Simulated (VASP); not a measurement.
ZrS, 2 atoms in the cell. It takes space group Fm-3m (No. 225, cubic). Conventional cell: a = 4.769 Å, b = 4.769 Å, c = 4.769 Å, α = 90.00°, β = 90.00°, γ = 90.00°. Zr (site symmetry m-3m) has 6 S at 2.38 Å within 3.1 Å. Within 3.1 Å of S (site symmetry m-3m) lie 6 Zr at 2.38 Å. 

| Quantity | Value |
| --- | --- |
| Program | VASP 6.6.1 |
| Task | single point |
| Functional | PBEsol |
| Potentials or basis | VASP PAW PBE potentials, release 64 (Zr_sv, S) |
| Cutoff | 520 eV |
| k mesh | 16 × 16 × 16 |
| Occupations | gaussian, width 0.1 eV |
| Spin | no spin polarisation |
| Dipole correction | no |
| Further INCAR settings | ALGO = Normal; EDIFF = 1e-06; NBANDS = 16 |

Potentials or basis: VASP PAW PBE potentials, release 64 (Zr_sv, S).

Command:

```bash
$ cat potpaw_PBE.64/Zr_sv/POTCAR potpaw_PBE.64/S/POTCAR > POTCAR
$ mpirun -np 1 vasp_std > vasp.out
```

Hardware: 1 thread of Intel(R) Xeon(R) 6975P-C (Granite Rapids), on a shared host.

Problem. How long does it take, and how much memory?

Solution. Run time: 27 s on 1 thread of Intel(R) Xeon(R) 6975P-C (Granite Rapids), with other jobs on the host, peak memory 0.19 GiB. Counts: scf iterations 12, k points 145.
